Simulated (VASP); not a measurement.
Ge: single point with PBE

Crystal: Ge.

```xyz
2
Lattice="0.0000 0.0000 -2.6877 2.8171 0.0000 0.0000 0.0000 -5.1185 0.0000" Properties=species:S:1:pos:R:3 pbc="T T T"
Ge    1.3455   -0.0848   -0.0454
Ge    0.0631   -2.4745    0.0454
```

| Property | Result |
| --- | --- |
| Program | VASP 6.6.1 |
| Task | single point |
| Functional | PBE |
| Potentials or basis | VASP PAW PBE potentials, release 64 (Ge_d) |
| Cutoff | 520 eV |
| k mesh | 12 × 12 × 8 |
| Occupations | gaussian, width 0.15 eV |
| Spin | no spin polarisation |

* Pressure: 0.8 GPa
* Largest force: 0.401 eV/Å
* Band gap on the k mesh: zero (bands 14 and 15 overlap by 6.98 eV)

Forces on the atoms (eV/Å):
```
Ge   0.014  0.399  0.030
Ge  -0.014 -0.399 -0.030
```

Stress tensor (GPa, compression positive):
```
 2.24  0.43 -0.02
 0.43 -0.28 -0.01
-0.02 -0.01  0.31
```

Levels at points of the mesh, in eV from the Fermi level:
```csv
k point,band 11,band 12,band 13,band 14,band 15,band 16,band 17,band 18
"(0.00, 0.00, 0.00)",-13.01,-8.44,-5.44,4.83,6.71,7.61,8.14,9.29
"(0.50, 0.00, 0.00)",-9.19,-5.79,-4.28,-2.29,-2.07,3.38,7.75,10.63
"(0.00, 0.50, 0.00)",-8.76,-8.26,-3.18,-2.87,-0.97,-0.16,10.22,10.69
"(0.50, 0.50, 0.00)",-4.83,-4.36,-2.12,-1.66,0.42,0.56,2.17,3.07
"(0.00, 0.00, 0.50)",-12.08,-11.03,-0.14,0.85,5.73,6.69,7.59,8.47
"(0.50, 0.00, 0.50)",-8.31,-7.15,-4.83,-4.02,3.18,4.47,8.32,8.33
"(0.00, 0.50, 0.50)",-8.13,-7.89,-5.35,-5.18,3.61,3.82,7.73,7.76
"(0.50, 0.50, 0.50)",-4.05,-3.72,-2.20,-1.96,-1.78,-1.64,3.57,3.67
```

Run time: 120 s on 1 thread of Intel(R) Xeon(R) 6975P-C (Granite Rapids), with other jobs on the host, peak memory 0.44 GiB.
